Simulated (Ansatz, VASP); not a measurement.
This is a calculation of SnTe for VASP 6.6.1.

Contents of POSCAR:

```
SnTe
1.0
    0.0000000000      3.1508500000      3.1508500000
    3.1508500000      0.0000000000      3.1508500000
    3.1508500000      3.1508500000      0.0000000000
Te Sn
1 1
Direct
    0.5000000000      0.5000000000      0.5000000000
    0.0000000000      0.0000000000      0.0000000000
```

Contents of INCAR.step1:

```
PREC = Accurate
ENCUT = 520
ISMEAR = -1
SIGMA = 0.05
LREAL = False
LASPH = True
NELM = 80
NBANDS = 17
GGA = PE
ALGO = Normal
EDIFF = 1E-4
LWAVE = True
LCHARG = False
```

INCAR.step2

```
PREC = Accurate
ENCUT = 520
EDIFF = 1E-7
ISMEAR = -1
SIGMA = 0.05
LREAL = False
LASPH = True
NELM = 80
ALGO = Normal
ISIF = 2
LWAVE = False
LCHARG = False
METAGGA = R2SCAN
LMIXTAU = True
NBANDS = 17
ISTART = 1
```

KPOINTS

```
regular mesh
0
Gamma
  4 4 4
```

Potentials or basis: VASP PAW PBE potentials, release 64 (Te, Sn_d).

The run is started by

```console
$ cat potpaw_PBE.64/Te/POTCAR potpaw_PBE.64/Sn_d/POTCAR > POTCAR
$ cp INCAR.step1 INCAR
$ mpirun -np 1 vasp_std > vasp.out
$ cp INCAR.step2 INCAR
$ mpirun -np 1 vasp_std > vasp.out
```

Set up the same calculation for Ansatz 0.2.0. Potentials there: Ansatz PAW.

As run (the cutoff follows the program's own potentials):

File input.yaml:

```yaml
crystal:
  lattice:
    - [0.0, 3.15085, 3.15085]
    - [3.15085, 0.0, 3.15085]
    - [3.15085, 3.15085, 0.0]
  atoms:
    - { symbol: Te, position: [0.5, 0.5, 0.5] }
    - { symbol: Sn, position: [0.0, 0.0, 0.0] }
hamiltonian:
  xc: r2scan
  pseudopotentials: { kind: paw }
kpoints:
  mp_grid: { grid: [4, 4, 4] }
scf:
  occupations: { method: fermi_dirac, width: 0.05 }
output:
  forces: true
  stress: true
  eigenvalues: true
```

Potentials or basis: Ansatz PAW.

The run is started by

```sh
$ ansatz run input.yaml --threads 2 --pin off --max-ram 5632MiB --backend cpu --events-out ev --progress --plain --runs-dir out
```

Both were run:

|  | VASP | Ansatz | Ansatz less VASP |
| --- | --- | --- | --- |
| pressure (GPa) | 1.4 | 1.4 | 0.00 |

VASP's potentials were made for PBE, not for r2SCAN. With one functional, cell and mesh, what is left measures potentials, basis and numerics. VASP's potentials hold 20 valence electrons a cell and Ansatz's 30, so a difference there can come from the potentials and not from the codes.

The k mesh is coarse, so the values compare programs but aren't converged. Neither program's run includes spin-orbit coupling.
